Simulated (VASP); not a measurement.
# SnSe2 in VASP: single point with PBEsol

Aim: the single point of SnSe2 with PBEsol.

Everything below comes from runs of VASP 6.6.1. Logs are shortened: lines on timing, memory, paths and dates and some standing lists are left out, and cuts for length are marked.

## 1. The cell of the first run

The cell holds a slab with vacuum, 15 atoms: a = 3.819 Å, b = 9.029 Å, c = 24.682 Å, α = 90.00°, β = 90.00°, γ = 90.00°.

## 2. Single point, PBEsol

File INCAR:

```
  ALGO = Normal
  DIPOL = 0.5 0.5 0.500
  EDIFF = 1E-6
  ENCUT = 520
  GGA = PS
  IDIPOL = 3
  ISIF = 2
  ISMEAR = 0
  LASPH = True
  LCHARG = False
  LDIPOL = True
  LREAL = Auto
  LWAVE = False
  NBANDS = 78
  NELM = 60
  PREC = Accurate
  SIGMA = 0.05
```

File KPOINTS:

```
k-points
0
Gamma
  9 4 1
```

File POSCAR:

```
SnSe2
1.0
    3.8189235644      0.0000000000      0.0000000000
    0.0000000000      9.0288745663      0.0000000000
    0.0000000000      0.0000000000     24.6822079549
Se Sn
10 5
Direct
    0.5000000000      1.1471174752      0.2388171260
    0.5000000000      0.5670242115      0.3291805930
    0.0000000000      0.2337444379      0.3944913169
    0.0000000000      0.8406256096      0.4228055367
    0.5000000000      0.5065117076      0.4863022158
    0.5000000000      0.1034871619      0.5136265354
    0.0000000000      0.7693049403      0.5772777577
    0.0000000000      0.3761649890      0.6055263648
    0.5000000000      0.0433363797      0.6707438013
    0.5000000000      0.4632754678      0.7612195657
    0.5000000000      0.2764859448      0.3229338811
    0.0000000000      0.5442371828      0.4090317080
    0.5000000000      0.8049682809      0.5000472160
    0.0000000000      0.0657433574      0.5908710067
    0.5000000000      0.3338438726      0.6771253751
```

Potentials or basis: VASP PAW PBE potentials, release 64 (Se, Sn_d).

Run with:

```sh
cat potpaw_PBE.64/Se/POTCAR potpaw_PBE.64/Sn_d/POTCAR > POTCAR
mpirun -np 1 vasp_std > vasp.out
```

OUTCAR:

```text
EDIFF = 1E-6
   ENCUT = 520
   GGA = PS
   ISIF = 2
   ISMEAR = 0
   LASPH = True
   LREAL = Auto
   NELM = 60
   PREC = Accurate

 ion  position               nearest neighbor table
   1  0.500  0.147  0.239-  11 2.38
   2  0.500  0.567  0.329-  11 2.63  12 2.75  12 2.75
   3  0.000  0.234  0.394-  11 2.63  11 2.63  12 2.83
   4  0.000  0.841  0.423-  12 2.70  13 2.72  13 2.72
   5  0.500  0.507  0.486-  13 2.72  12 2.72  12 2.72
   6  0.500  0.103  0.514-  13 2.72  14 2.72  14 2.72
   7  0.000  0.769  0.577-  14 2.70  13 2.72  13 2.72
   8  0.000  0.376  0.606-  15 2.63  15 2.63  14 2.83
   9  0.500  0.043  0.671-  15 2.63  14 2.75  14 2.75
  10  0.500  0.463  0.761-  15 2.38
  11  0.500  0.276  0.323-   1 2.38   2 2.63   3 2.63   3 2.63  12 3.74  12 3.74
  12  0.000  0.544  0.409-   4 2.70   5 2.72   5 2.72   2 2.75   2 2.75   3 2.83  11 3.74  11 3.74

  13  0.500  0.805  0.500-   5 2.72   6 2.72   7 2.72   7 2.72   4 2.72   4 2.72
  14  0.000  0.066  0.591-   7 2.70   6 2.72   6 2.72   9 2.75   9 2.75   8 2.83  15 3.75  15 3.75

  15  0.500  0.334  0.677-  10 2.38   9 2.63   8 2.63   8 2.63  14 3.75  14 3.75

  LATTYP: Found a simple orthorhombic cell.
 ALAT       =     3.8189235644
 B/A-ratio  =     2.3642459489
 C/A-ratio  =     6.4631322253

  Lattice vectors:

 A1 = (   3.8189235644,   0.0000000000,   0.0000000000)
 A2 = (   0.0000000000,   9.0288745663,   0.0000000000)
 A3 = (   0.0000000000,   0.0000000000,  24.6822079549)

Analysis of symmetry for initial positions (statically):
=====================================================================
 Subroutine PRICEL returns:
 Original cell was already a primitive cell.

 Routine SETGRP: Setting up the symmetry group for a
 simple orthorhombic supercell.

 Subroutine GETGRP returns: Found  2 space group operations
 (whereof  2 operations were pure point group operations)
 out of a pool of  8 trial point group operations.

The static configuration has the point symmetry C_1h.

Analysis of symmetry for dynamics (positions and initial velocities):
=====================================================================
 Subroutine PRICEL returns:
 Original cell was already a primitive cell.

 Routine SETGRP: Setting up the symmetry group for a
 simple orthorhombic supercell.

 Subroutine GETGRP returns: Found  2 space group operations
 (whereof  2 operations were pure point group operations)
 out of a pool of  8 trial point group operations.
[... 139 lines left out ...]
  Fermi-wavevector in a.u.,A,eV,Ry     =   0.875124  1.653745 10.419921  0.765843
  Thomas-Fermi vector in A             =   1.994751
   LORBIT       =      0    0 simple, 1 ext, 2 COOP (PROOUT), +10 PAW based schemes
   GGA     = PS    functional components
   LHFCALC =     F    Hartree Fock is set to
   AEXX    =    0.0000 exact exchange contribution
   IVDW    =     0    specifies the selected vdW correction
   LEPSILON=     F    determine dielectric tensor
   LRPA    =     F    only Hartree local field effects (RPA)
 non-spin polarized calculation
 Gauss-broadening in eV      SIGMA  =   0.05
  energy-cutoff  :      520.00
  volume of cell :      851.06
 maximum number of plane-waves:     22976
   NGX = 15   NGY = 33   NGZ = 91

 dipolmoment           0.000000      0.000000      0.000184 electrons x Angstroem

 number of electron     130.0000004 magnetization

 dipolmoment           0.000000      0.000000     -0.000049 electrons x Angstroem

 Free energy of the ion-electron system (eV)
  ---------------------------------------------------
  ext. energy  EPLUGINS =         0.00000000
  ---------------------------------------------------
  free energy    TOTEN  =       -62.53242871 eV

  energy without entropy =      -62.52372754  energy(sigma->0) =      -62.52807813

 E-fermi :  -0.8633     XC(G=0):  -5.0846

 val. band max:       -0.8957516590   @ k =   0.1111   0.2500   0.0000
 cond. band min:      -0.8178668185   @ k =   0.4444   0.5000   0.0000
 fundamental gap:      0.0778848405
 Fermi energy:        -0.8632992116

 k-point     1 :       0.0000    0.0000    0.0000
  band No.  band energies     occupation
      1     -22.8998      2.00000
      2     -22.8538      2.00000
      3     -22.8403      2.00000
      4     -22.8383      2.00000
      5     -22.8277      2.00000
      6     -22.8182      2.00000
[... 1189 lines left out ...]
     76       2.6628      0.00000
     77       2.6956      0.00000
 [bands above 77 left out]

------------------------ aborting loop because EDIFF is reached ----------------------------------------

 vacuum level on the upper side and lower side of the slab       (xc-potential included)        -0.122        -0.121

  FORCE on cell =-STRESS in cart. coord.  units (eV):
  Direction    XX          YY          ZZ          XY          YZ          ZX
  --------------------------------------------------------------------------------------
  -------------------------------------------------------------------------------------
  Total       -0.2384523      0.7147419      0.2364719      0.0000000      0.0118403      0.0000000
  in kB       -0.4489040      1.3455544      0.4451757      0.0000000      0.0222902      0.0000000
  external PRESSURE =       0.4472753 kB  Pullay stress =       0.0000000 kB

 VOLUME and BASIS-vectors are now :
 -----------------------------------------------------------------------------
  energy-cutoff  :      520.00
  volume of cell :      851.06
      direct lattice vectors                 reciprocal lattice vectors
     3.818923564  0.000000000  0.000000000     0.261853892  0.000000000  0.000000000
     0.000000000  9.028874566  0.000000000     0.000000000  0.110755775  0.000000000
     0.000000000  0.000000000 24.682207955     0.000000000  0.000000000  0.040515014

 POSITION                                       TOTAL-FORCE (eV/Angst)
 -----------------------------------------------------------------------------------
      1.90946      1.32831      5.89453         0.000000     -0.005741     -0.006765
      1.90946      5.11959      8.12490         0.000000      0.014425     -0.012287
      0.00000      2.11045      9.73692         0.000000     -0.007442      0.023321
      0.00000      7.58990     10.43577         0.000000      0.016687     -0.007526
      1.90946      4.57323     12.00301         0.000000     -0.009739      0.015235
      1.90946      0.93437     12.67744         0.000000      0.006950     -0.013017
      0.00000      6.94596     14.24849         0.000000     -0.020057      0.002422
      0.00000      3.39635     14.94573         0.000000      0.012912     -0.024499
      1.90946      0.39128     16.55544         0.000000     -0.012411      0.006352
      1.90946      4.18286     18.78858         0.000000      0.003638      0.007267
      1.90946      2.49636      7.97072         0.000000     -0.012807     -0.029837
      0.00000      4.91385     10.09581         0.000000      0.016270      0.005100
      1.90946      7.26796     12.34227         0.000000     -0.001773     -0.000623
      0.00000      0.59359     14.58400         0.000000     -0.008427      0.012295
      1.90946      3.01423     16.71295         0.000000      0.007516      0.022564
 -----------------------------------------------------------------------------------
    total drift:                                0.000000     -0.021173      0.008306

  FREE ENERGIE OF THE ION-ELECTRON SYSTEM (eV)
  ---------------------------------------------------
  free  energy   TOTEN  =       -62.5324287148 eV

  energy  without entropy=      -62.5237275376  energy(sigma->0) =      -62.52807813

 vacuum level on the upper side and lower side of the slab         4.706         4.706
```

OSZICAR:

```text
N       E                     dE             d eps       ncg     rms          rms(c)
DAV:   1     0.122115831847E+04    0.12212E+04   -0.55280E+04  2740   0.153E+03
DAV:   2     0.111838429191E+03   -0.11093E+04   -0.10798E+04  2716   0.351E+02
DAV:   3    -0.545229511566E+02   -0.16636E+03   -0.16403E+03  2716   0.163E+02
[... 19 lines left out ...]
DAV:  23    -0.625324151906E+02   -0.25568E-04   -0.69822E-07  1784   0.604E-03    0.125E-03
DAV:  24    -0.625324237897E+02   -0.85991E-05   -0.28645E-07  1656   0.269E-03    0.525E-04
DAV:  25    -0.625324268215E+02   -0.30318E-05   -0.13372E-07  1536   0.228E-03    0.389E-04
DAV:  26    -0.625324280657E+02   -0.12443E-05   -0.58680E-08  1552   0.174E-03    0.313E-04
DAV:  27    -0.625324287148E+02   -0.64911E-06   -0.41761E-08  1512   0.113E-03
   1 F= -.62532429E+02 E0= -.62528078E+02  d E =-.870118E-02
```

It took 19 min on 1 thread of Intel Xeon 6975P-C (Granite Rapids), shared host; peak memory 1.1 GiB.

Results:

```
Free energy            : -62.5324 eV
Largest force          : 0.032 eV/Å
Band gap on the k mesh : zero (band 65 reaches -0.55 eV, above the bottom of band 66 at -1.03 eV)
```

Forces on the atoms (eV/Å):
```
Se   0.000 -0.006 -0.007
Se   0.000  0.014 -0.012
Se   0.000 -0.007  0.023
Se   0.000  0.017 -0.008
Se   0.000 -0.010  0.015
Se   0.000  0.007 -0.013
Se   0.000 -0.020  0.002
Se   0.000  0.013 -0.024
Se   0.000 -0.012  0.006
Se   0.000  0.004  0.007
Sn   0.000 -0.013 -0.030
Sn   0.000  0.016  0.005
Sn   0.000 -0.002 -0.001
Sn   0.000 -0.008  0.012
Sn   0.000  0.008  0.023
```

Caveat: the PAW data sets were made with another functional, which shifts forces and pressure a little; spin-orbit coupling is left out, which moves the levels of the heavy elements.
